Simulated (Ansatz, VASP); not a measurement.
Two plane-wave programs on Tl

```
CELL_PARAMETERS angstrom
3.31776 0.00000 0.00000
-1.65888 2.87326 0.00000
0.00000 0.00000 5.30400
ATOMIC_POSITIONS crystal
Tl 0.33333 0.66667 0.25000
Tl 0.66667 0.33333 0.75000
```

Change from the starting cell: strain -0.040 along x and y, -0.040 along z, atoms carried along.

Alike in both runs: task single point; functional PBEsol; k mesh 18 × 18 × 10; occupations gaussian, width 0.15 eV; no spin polarisation.

```csv
,VASP,Ansatz
version,VASP 6.6.1,Ansatz 0.2.0
potentials or method,"VASP PAW PBE potentials, release 64 (Tl_d), cutoff 520 eV","scalar-relativistic, plane waves, PAW"
valence electrons in the cell,26,26
```

|  | VASP | Ansatz | Ansatz less VASP |
| --- | --- | --- | --- |
| gap on the k mesh at the Fermi level (eV) | none | none | - |
| pressure (GPa) | 6.2 | 6.3 | +0.04 |
| traceless stress, the component that is largest in VASP (GPa) | 0.30 | 0.31 | +0.005 |

VASP's potentials were made for PBE, not for PBEsol. A gap of «none» marks a metal or a gap that the smearing closes.

Neither program's run includes spin-orbit coupling.
